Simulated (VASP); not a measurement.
# Y4Zn15Cu in VASP: notebook, part 3 of 3

VASP 6.6.1. Earlier steps stand in the parts before.

### Step 6. Single point, PBE

The input, INCAR:

```
PREC = Accurate
ENCUT = 520
EDIFF = 1E-7
ISMEAR = -1
SIGMA = 0.05
LREAL = Auto
LASPH = True
NELM = 60
ALGO = Normal
ISIF = 2
LWAVE = False
LCHARG = False
GGA = PE
ISYM = 0
NBANDS = 134
```

The input, KPOINTS:

```
Automatic mesh
0
Gamma
  1 1 1
  0.25 0.25 0.25
```

The input, POSCAR:

```
Y4Zn15Cu
1.0
    7.0818900000      0.0552270000     -0.0432260000
    0.0552270000      7.5375120000      0.0381650000
   -0.0432260000      0.0381650000      7.0938070000
Zn Y Cu
15 4 1
Direct
    0.6832300890      0.5940989292      0.1132567489
    0.0457607228      0.6539823436      0.9707326146
    0.8439407271      0.4591769023      0.4030990264
    0.1423866794      0.6432518144      0.5695569531
    0.7953929856      0.3441484508      0.7591708136
    0.1874900599      0.3495125633      0.8824668191
    0.1897120027      0.4091337022      0.2711276051
    0.9133802093      0.2972578893      0.0960262840
    0.4245740220      0.9988360069      0.4571377626
    0.7111779963      0.6821072001      0.7578557971
    0.8262453582      0.8047608639      0.4475377725
    0.3978216070      0.7750542588      0.9245311144
    0.6273113043      0.0309728801      0.7409936693
    0.3941776523      0.6991354769      0.3061104168
    0.7761284732      0.1335542470      0.4412685363
    0.1063163170      0.9946831125      0.2490127724
    0.5071623805      0.1907963948      0.1144983021
    0.0900050072      0.0090605427      0.7268529805
    0.4625422650      0.3843208882      0.5707289817
    0.8032517935      0.8862422200      0.0227026091
```

Potentials or basis: VASP PAW PBE potentials, release 64 (Zn, Y_sv, Cu).

On the command line:

```console
cat potpaw_PBE.64/Zn/POTCAR potpaw_PBE.64/Y_sv/POTCAR potpaw_PBE.64/Cu/POTCAR > POTCAR
mpirun -np 1 vasp_std > vasp.out
```

Run time: 2.1 min. Hardware: 1 thread of Intel Xeon 6975P-C (Granite Rapids), shared host; peak memory 0.43 GiB.

It converged, with:

- Free energy: -47.9662 eV
- Pressure: 1.7 GPa
- Largest force: 1.279 eV/Å

Forces on the atoms (eV/Å):
```
Zn  -0.261 -0.188 -0.059
Zn   0.425  0.175  0.051
Zn   0.154 -0.119  0.282
Zn  -0.273  0.091  0.239
Zn   0.946 -0.024  0.569
Zn   0.080  0.212  0.030
Zn   0.132  0.191  0.011
Zn  -0.164 -0.126 -0.192
Zn   0.410  0.121  0.517
Zn  -0.080 -0.165 -0.270
Zn  -0.518 -0.080  0.035
Zn  -0.119  0.057  0.204
Zn  -0.397 -0.111  0.499
Zn   0.295  0.034 -0.474
Zn  -0.004 -0.006 -0.352
Y    0.331 -0.382 -1.175
Y    0.217  0.002 -0.892
Y   -0.193  0.121  0.590
Y   -0.704 -0.244  0.216
Cu  -0.277  0.440  0.171
```

Stress tensor (GPa, compression positive):
```
 4.15 -3.58  0.16
-3.58 -1.72 -2.76
 0.16 -2.76  2.64
```

Levels at points of the mesh, in eV from the Fermi level:
| k point | band 116 | band 117 | band 118 | band 119 | band 120 | band 121 |
| --- | --- | --- | --- | --- | --- | --- |
| (0.25, 0.25, 0.25) | -0.51 | -0.25 | 0.00 | 0.29 | 0.47 | 0.60 |

Caveat: the k points lie up to 0.89 Å⁻¹ apart.

### Step 7. Single point, PBE

The input, INCAR:

```
SYSTEM = Y4Zn15Cu
  ALGO = Normal
  EDIFF = 1E-6
  ENCUT = 520
  GGA = PE
  ISIF = 2
  ISMEAR = -1
  ISYM = 0
  LASPH = .True.
  LCHARG = .True.
  LELF = .True.
  LREAL = Auto
  LVHAR = .True.
  LWAVE = .False.
  NBANDS = 134
  NELM = 60
  PREC = Accurate
  SIGMA = 0.05
```

KPOINTS is that of step 6.

The input, POSCAR:

```
Y4Zn15Cu
1.0
    7.0818900000      0.0552270000     -0.0432260000
    0.0552270000      7.5375120000      0.0381650000
   -0.0432260000      0.0381650000      7.0938070000
Zn Y Cu
15 4 1
Direct
    0.6841377443      0.5911418806      0.1015879919
    0.0602656709      0.6480443991      0.9822421768
    0.8546007581      0.4707769753      0.4126257973
    0.1394587996      0.6378511816      0.5606229005
    0.8083074658      0.3255154556      0.7786702685
    0.1778157084      0.3547452813      0.8944571523
    0.2107909635      0.4184922027      0.2596003662
    0.9056270762      0.2994921885      0.1219957798
    0.4155418812      1.0029973497      0.4574429244
    0.7157979607      0.6506455851      0.7419290085
    0.8101675866      0.8056812022      0.4293500628
    0.3860433975      0.7547501565      0.9363453322
    0.6067462509      0.0005724774      0.7555134168
    0.3863492015      0.6998342463      0.2956390210
    0.7762593920      0.1340235946      0.4481873524
    0.1021833606      0.9797386778      0.2056250264
    0.5321828094      0.1872783859      0.0985735381
    0.0812532356      0.0073908560      0.7243013773
    0.4641631583      0.3718963719      0.5753516400
    0.7973824354      0.8699337175      0.0150956507
```

Potentials or basis: VASP PAW PBE potentials, release 64 (Zn, Y_sv, Cu).

On the command line:

```console
cat potpaw_PBE.64/Zn/POTCAR potpaw_PBE.64/Y_sv/POTCAR potpaw_PBE.64/Cu/POTCAR > POTCAR
mpirun -np 1 vasp_std > vasp.out
```

OUTCAR:

```text
SYSTEM = Y4Zn15Cu
   EDIFF = 1E-6
   ENCUT = 520
   GGA = PE
   ISIF = 2
   ISMEAR = -1
   ISYM = 0
   LASPH = .True.
   LREAL = Auto
   NELM = 60
   PREC = Accurate

 ion  position               nearest neighbor table
   1  0.684  0.591  0.102-  20 2.34  10 2.60   3 2.65  14 2.66  12 2.68   8 2.68   2 2.84  11 2.98
                            17 3.24
   2  0.060  0.648  0.982-   6 2.44  12 2.48  20 2.50   7 2.80   1 2.84  10 2.96  16 2.99   8 3.02
                            18 3.26
   3  0.855  0.471  0.413-   8 2.47  11 2.54   4 2.61  15 2.62   1 2.65   7 2.78   5 2.83  10 2.89
                            19 3.11
   4  0.139  0.638  0.561-   3 2.61  14 2.63   7 2.76  11 2.78  19 3.03  18 3.05  16 3.59
   5  0.808  0.326  0.779-   8 2.53  10 2.54   6 2.75  15 2.77  19 2.83   3 2.83  13 2.86  18 3.09
                            17 3.19
   6  0.178  0.355  0.894-   2 2.44   8 2.57   7 2.65   5 2.75  18 2.98  19 3.06  17 3.13  16 3.62
[... 11 lines left out ...]
  13  0.607  0.001  0.756-  20 2.46   9 2.50  15 2.69  10 2.74  12 2.76   5 2.86  17 2.87  19 3.21
                            18 3.37
  14  0.386  0.700  0.296-   7 2.49   9 2.58  12 2.58   4 2.63   1 2.66  16 2.95  19 3.19
  15  0.776  0.134  0.448-  11 2.49   3 2.62  13 2.69   9 2.75   5 2.77   8 2.79  19 2.98  17 3.03
                            18 3.03  16 3.11
  16  0.102  0.980  0.206-  20 2.68   8 2.82   9 2.84  11 2.94  14 2.95   2 2.99  15 3.11  12 3.26
                            18 3.42   7 3.43  17 3.53   4 3.59   6 3.62  18 3.69
  17  0.532  0.187  0.099-   8 2.79  13 2.87   9 3.02  15 3.03   7 3.08  20 3.09   6 3.13   5 3.19
                             1 3.24  16 3.53  12 3.63  19 3.70  19 3.97
  18  0.081  0.007  0.724-   6 2.98  15 3.03   9 3.05   4 3.05  20 3.08   5 3.09  12 3.21  11 3.23
                             2 3.26  13 3.37  16 3.42  16 3.69  19 4.03
  19  0.464  0.372  0.575-   5 2.83   7 2.87   9 2.94  15 2.98  10 3.02   4 3.03   6 3.06   3 3.11
                            14 3.19  13 3.21  17 3.70  17 3.97  18 4.03
  20  0.797  0.870  0.015-   1 2.34  13 2.46   2 2.50  10 2.62  16 2.68  18 3.08  17 3.09

IMPORTANT INFORMATION: All symmetrisations will be switched off!
NOSYMM: (Re-)initialisation of all symmetry stuff for point group C_1.

----------------------------------------------------------------------------------------

                                     Primitive cell

  volume of cell :     378.6200

  direct lattice vectors                    reciprocal lattice vectors
     7.081890000  0.055227000 -0.043226000     0.141218633 -0.001039088  0.000866104
     0.055227000  7.537512000  0.038165000    -0.001039088  0.132681032 -0.000720162
    -0.043226000  0.038165000  7.093807000     0.000866104 -0.000720162  0.140977182

  length of vectors
     7.082237251  7.537810938  7.094041359     0.141225111  0.132687055  0.140981682

  position of ions in fractional coordinates (direct lattice)
     0.684137744  0.591141881  0.101587992
     0.060265671  0.648044399  0.982242177
     0.854600758  0.470776975  0.412625797
     0.139458800  0.637851182  0.560622901
     0.808307466  0.325515456  0.778670269
     0.177815708  0.354745281  0.894457152
[... 12 lines left out ...]
     0.464163158  0.371896372  0.575351640
     0.797382435  0.869933717  0.015095651

  ion indices of the primitive-cell ions
   primitive index   ion index
                 1           1
                 2           2
                 3           3
                 4           4
                 5           5
                 6           6
[... 12 lines left out ...]
                19          19
                20          20

[... 31 lines left out ...]
   total plane-waves  NPLWV = 163296
   dimension x,y,z NGX =    54 NGY =   56 NGZ =   54
   dimension x,y,z NGXF=   108 NGYF=  112 NGZF=  108
   ions per type =              15   4   1
   NGX,Y,Z   is equivalent  to a cutoff of  12.68, 12.35, 12.65 a.u.
   NGXF,Y,Z  is equivalent  to a cutoff of  25.35, 24.70, 25.31 a.u.
 SYSTEM =  Y4Zn15Cu
   PREC   = accura    normal or accurate (medium, high low for compatibility)
   ISTART =      0    job   : 0-new  1-cont  2-samecut
   ICHARG =      2    charge: 1-file 2-atom 10-const
   ISPIN  =      1    spin polarized calculation?
   LNONCOLLINEAR =      F non collinear calculations
   LSORBIT =      F    spin-orbit coupling
   LASPH  =      T    aspherical Exc in radial PAW
   ENCUT  =  520.0 eV  38.22 Ry    6.18 a.u.  13.17 14.02 13.19*2*pi/ulx,y,z
   NELM   =     60;   NELMIN=  2; NELMDL= -5     # of ELM steps
   EDIFF  = 0.1E-05   stopping-criterion for ELM
   LREAL  =      T    real-space projection
   EDIFFG = 0.1E-04   stopping-criterion for IOM
   NSW    =      0    number of steps for IOM
   IBRION =     -1    ionic relax: 0-MD 1-quasi-New 2-CG
   NFREE  =      0    steps in history (QN), initial steepest desc. (CG)
   ISIF   =      2    stress and relaxation
   ISYM   =      0    0-nonsym 1-usesym 2-fastsym
   POTIM  = 0.5000    time-step for ionic-motion
   TEBEG  =    0.0;   TEEND  =   0.0 temperature during run
   PSTRESS=    0.0 pullay stress
   NELECT =     235.0000    total number of electrons
   NUPDOWN=      -1.0000    fix difference up-down
   EMIN   =  10.00;   EMAX   =-10.00  energy-range for DOS
   EFERMI =   0.00;   METHOD = LEGACY
   ISMEAR =    -1;   SIGMA  =   0.05  broadening in eV -4-tet -1-fermi 0-gaus
   EFERMI_NEDOS =   21; number of points for ismear=-14 and -15
   IALGO  =     38    algorithm
   IMIX   =      4    mixing-type and parameters
     AMIX     =   0.40;   BMIX     =  1.00
     AMIX_MAG =   1.60;   BMIX_MAG =  1.00
  volume/ion in A,a.u.               =      18.93       127.75
  Fermi-wavevector in a.u.,A,eV,Ry     =   1.396464  2.638933 26.532863  1.950110
  Thomas-Fermi vector in A             =   2.519815
   LORBIT       =      0    0 simple, 1 ext, 2 COOP (PROOUT), +10 PAW based schemes
   GGA     = PE    functional components
   LHFCALC =     F    Hartree Fock is set to
   AEXX    =    0.0000 exact exchange contribution
   IVDW    =     0    specifies the selected vdW correction
   LEPSILON=     F    determine dielectric tensor
   LRPA    =     F    only Hartree local field effects (RPA)
 non-spin polarized calculation
  energy-cutoff  :      520.00
  volume of cell :      378.62
 maximum number of plane-waves:     10191
 NGX is ok and might be reduce to    54
   NGX = 27   NGY = 29   NGZ = 27

 number of electron     234.9999970 magnetization

 Free energy of the ion-electron system (eV)
  ---------------------------------------------------
  ext. energy  EPLUGINS =         0.00000000
  ---------------------------------------------------
  free energy    TOTEN  =       -48.05576798 eV

  energy without entropy =      -47.97204322  energy(sigma->0) =      -48.01390560

 E-fermi :   2.9674     XC(G=0): -10.6942

 val. band max:        2.6854762220   @ k =   0.2500   0.2500   0.2500
 cond. band min:       2.9717848000   @ k =   0.2500   0.2500   0.2500
 fundamental gap:      0.2863085780
 Fermi energy:         2.9674064646

 k-point     1 :       0.2500    0.2500    0.2500
  band No.  band energies     occupation
      1     -40.0302      2.00000
      2     -39.9521      2.00000
      3     -39.7014      2.00000
      4     -39.5816      2.00000
      5     -20.1377      2.00000
      6     -20.0380      2.00000
[... 121 lines left out ...]
    128       4.8482      0.00000
    129       5.2319      0.00000
 [bands above 129 left out]

------------------------ aborting loop because EDIFF is reached ----------------------------------------

  FORCE on cell =-STRESS in cart. coord.  units (eV):
  Direction    XX          YY          ZZ          XY          YZ          ZX
  --------------------------------------------------------------------------------------
  -------------------------------------------------------------------------------------
  Total        6.1431198     -0.4116809      5.7886176     -7.6687041     -4.6295594      1.3002189
  in kB       25.9953708     -1.7420787     24.4952510    -32.4510693    -19.5905530      5.5020371
  external PRESSURE =      16.2495144 kB  Pullay stress =       0.0000000 kB

 VOLUME and BASIS-vectors are now :
 -----------------------------------------------------------------------------
  energy-cutoff  :      520.00
  volume of cell :      378.62
      direct lattice vectors                 reciprocal lattice vectors
     7.081890000  0.055227000 -0.043226000     0.141218633 -0.001039088  0.000866104
     0.055227000  7.537512000  0.038165000    -0.001039088  0.132681032 -0.000720162
    -0.043226000  0.038165000  7.093807000     0.000866104 -0.000720162  0.140977182

 POSITION                                       TOTAL-FORCE (eV/Angst)
 -----------------------------------------------------------------------------------
      4.87324      4.49740      0.71363        -0.362915     -0.711241      0.270406
      0.42013      4.92546      6.98996        -0.401573      0.357134     -0.166246
      6.06035      3.61143      2.90811         0.039243     -0.255636      0.472881
      0.99863      4.83691      3.99527        -0.072114      0.198547      0.242398
      5.70866      2.52793      5.50122         0.433487     -0.112133      0.086909
      1.24020      2.71785      6.35096         0.283905     -0.561663     -0.142768
[... 12 lines left out ...]
      3.28282      2.85077      4.07556        -0.631837     -0.157907      0.314261
      5.69437      6.60175      0.10582        -0.315973      0.374277     -0.131392
 -----------------------------------------------------------------------------------
    total drift:                               -0.001953      0.000392      0.000285

  FREE ENERGIE OF THE ION-ELECTRON SYSTEM (eV)
  ---------------------------------------------------
  free  energy   TOTEN  =       -48.0557679821 eV

  energy  without entropy=      -47.9720432230  energy(sigma->0) =      -48.01390560
```

It took 1.9 min on 1 thread of Intel Xeon 6975P-C (Granite Rapids), shared host; peak memory 0.43 GiB.

What came out:

* Free energy: -48.0558 eV
* Pressure: 1.6 GPa
* Largest force: 1.207 eV/Å

Forces in eV/Å, atoms in the order of the input:
```
Zn  -0.363 -0.711  0.270
Zn  -0.402  0.357 -0.166
Zn   0.039 -0.256  0.473
Zn  -0.072  0.199  0.242
Zn   0.433 -0.112  0.087
Zn   0.284 -0.562 -0.143
Zn  -0.262 -0.463  0.002
Zn   0.482  0.153 -0.215
Zn   0.117  0.058 -0.070
Zn  -0.114  0.354 -0.275
Zn  -0.210  0.102  0.097
Zn   0.393  0.239 -0.460
Zn  -0.340  0.052 -0.473
Zn   0.658  0.159  0.126
Zn   0.072 -0.068 -0.255
Y    0.851  0.486  0.705
Y   -0.729 -0.080 -0.116
Y    0.111 -0.123 -0.012
Y   -0.632 -0.158  0.314
Cu  -0.316  0.374 -0.131
```

Stress tensor (GPa, compression positive):
```
 2.60 -3.25  0.55
-3.25 -0.17 -1.96
 0.55 -1.96  2.45
```

Caveat: the k points lie up to 0.89 Å⁻¹ apart.
